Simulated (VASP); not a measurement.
Runs of VASP 6.6.1 on Al2O3. The structure is that of space group R-3c (No. 167), or close to it. The cells are those of the table. 

```tsv
level	cell	k mesh	smearing	gap on the mesh (eV)	pressure (GPa)	largest force (eV/Å)
r2SCAN	a = 5.130 Å, angles 55.3°, 10 atoms	6 × 6 × 6	gaussian 0.01 eV	7.16	-0.5	0.02
r2SCAN	a = 5.130 Å, angles 55.3°, 10 atoms	6 × 6 × 6	fermi-dirac 0.02 eV	7.16	-0.5	0.02
PBE	a = 5.181 Å, angles 55.3°, 10 atoms	6 × 6 × 6	fermi-dirac 0.02 eV	(a)	-0.1	-
PBE	a = 5.130 Å, angles 55.3°, 10 atoms	6 × 6 × 6	fermi-dirac 0.02 eV	6.24	7.4	0.03
PBE	a = 5.130 Å, angles 55.3°, 10 atoms	4 × 4 × 4	gaussian 0.01 eV	6.24	7.4	0.03
```

Alike in all rows: task single point; potentials or basis VASP PAW PBE potentials, release 64 (Al, O); no spin polarisation; cutoff (eV) 520.

**Question.** Fill in the values left out.

**Answer.** (a) 5.85.

Caveats: the PAW data sets were made with another functional, which shifts forces and pressure a little (at least some runs); the cell stands under pressure (at least some runs).

A k mesh can miss the band edges.
